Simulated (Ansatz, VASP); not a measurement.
**One calculation of As, two programs**

Contents of INCAR:

```
SYSTEM = As
PREC = Accurate ; ENCUT = 520
EDIFF = 1E-8 ; ISMEAR = -1
SIGMA = 0.05 ; LREAL = .FALSE.
LASPH = .TRUE. ; NELM = 150
ALGO = Normal ; ISIF = 2
LWAVE = .FALSE. ; LCHARG = .FALSE.
ISPIN = 2 ; MAGMOM = 0 0
LORBIT = 11 ; GGA = PE
LEFG = .TRUE. ; NBANDS = 16
```

Contents of KPOINTS:

```
Automatic mesh
0
G
  10 10 10
  0 0 0
```

POSCAR

```
As
1.0
    1.8797494575      1.0852738553      3.4857700000
   -1.8797494575      1.0852738553      3.4857700000
    0.0000000000     -2.1705477106      3.4857700000
As
2
Direct
    0.2275400000      0.2275400000      0.2275400000
    0.7724600000      0.7724600000      0.7724600000
```

Input for Ansatz:

```yaml
crystal:
  lattice:
    - [1.8797494575, 1.0852738553, 3.48577]
    - [-1.8797494575, 1.0852738553, 3.48577]
    - [0.0, -2.1705477106, 3.48577]
  atoms:
    - { symbol: As, position: [0.22754, 0.22754, 0.22754] }
    - { symbol: As, position: [0.77246, 0.77246, 0.77246] }
kpoints:
  mp_grid: { grid: [10, 10, 10] }
scf:
  occupations: { method: fermi_dirac, width: 0.05 }
hamiltonian:
  xc: pbe
  pseudopotentials: { kind: paw }
output:
  forces: true
  stress: true
  eigenvalues: true
  efg: { contact_densities: true }
magnetization:
  spin_polarized: true
```

Alike in both runs: task electric field gradients; functional PBE; k mesh 10 × 10 × 10; occupations fermi-dirac, width 0.05 eV; collinear spin.

|  | VASP | Ansatz |
| --- | --- | --- |
| version | VASP 6.6.1 | Ansatz 0.2.0 |
| potentials or method | VASP PAW PBE potentials, release 64 (As) | PAW with Ansatz's default frozen-core files, scalar-relativistic |
| plane-wave cutoff (eV) | 520 | 420 |
| valence electrons in the cell | 10 | 30 |

Ansatz gave:

```
gap on the k mesh at the Fermi level (eV)                     : none
pressure (GPa)                                                : 3.5
traceless stress, the component that is largest in VASP (GPa) : -0.63
rms of the force components (eV/Å)                            : 0.132
net moment per atom (μB)                                      : 0.00
```

Estimate VASP's values.

gap on the k mesh at the Fermi level (eV): none; pressure (GPa): 3.8; traceless stress, the component that is largest in VASP (GPa): -0.72; rms of the force components (eV/Å): 0.165; net moment per atom (μB): 0.00.

Atom by atom the forces differ by 0.033 eV/Å (rms over components). A gap of «none» marks a metal or a gap that the smearing closes. VASP's potentials hold 10 valence electrons a cell and Ansatz's 30, so a difference there can come from the potentials and not from the codes. Ansatz's warnings: no starting moments.
